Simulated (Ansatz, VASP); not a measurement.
One calculation of BaF2, two programs

The input INCAR:

```
PREC     = Accurate       # precision mode
ENCUT    = 600            # plane-wave cutoff, eV
EDIFF    = 1E-6           # SCF threshold, eV
ISMEAR   = 0              # smearing method
SIGMA    = 0.01           # smearing width, eV
LREAL    = False          # projectors in reciprocal space
LASPH    = True           # aspherical terms in the spheres
NELM     = 120            # most SCF steps
ALGO     = Normal         # electronic algorithm
ISIF     = 2              # what is computed and relaxed
LWAVE    = False          # write WAVECAR
LCHARG   = False          # write CHGCAR
GGA      = PS             # functional
NBANDS   = 19             # bands
GGA_COMPAT= False
```

The input KPOINTS:

```
regular mesh
0
Gamma
  6 6 6
```

File POSCAR:

```
BaF2
1.0
    0.0000000000      3.0971637718      3.0971637718
    3.0971637718      0.0000000000      3.0971637718
    3.0971637718      3.0971637718      0.0000000000
Ba F
1 2
Direct
    0.0000000000      0.0000000000      0.0000000000
    0.2500000000      0.2500000000      0.2500000000
    0.7500000000      0.7500000000      0.7500000000
```

Input for Ansatz:

```yaml
crystal:
  lattice:
    - [0.0, 3.0971637718, 3.0971637718]
    - [3.0971637718, 0.0, 3.0971637718]
    - [3.0971637718, 3.0971637718, 0.0]
  atoms:
    - { symbol: Ba, position: [0.0, 0.0, 0.0] }
    - { symbol: F, position: [0.25, 0.25, 0.25] }
    - { symbol: F, position: [0.75, 0.75, 0.75] }
kpoints:
  mp_grid: { grid: [6, 6, 6] }
hamiltonian:
  xc: pbesol
scf:
  occupations: { method: fixed }
  n_extra_bands: 4
output:
  forces: true
  stress: true
  eigenvalues: true
```

Alike in both runs: task single point; functional PBEsol; k mesh 6 × 6 × 6; no spin polarisation.

```csv
,VASP,Ansatz
version,VASP 6.6.1,Ansatz 0.2.0
potentials or method,"VASP PAW PBE potentials, release 64 (Ba_sv, F)","plane waves, PAW"
plane-wave cutoff (eV),600,420
occupations,"gaussian, width 0.01 eV",fixed
valence electrons in the cell,24,24
```

Ansatz gave:

- gap on the k mesh at the Fermi level (eV): 6.74
- pressure (GPa): -1.6

**Question.** Which values does VASP return?

**Answer.** gap on the k mesh at the Fermi level (eV): 6.65; pressure (GPa): -0.5.

VASP's potentials were made for PBE, not for PBEsol.

Neither program's run includes spin-orbit coupling.
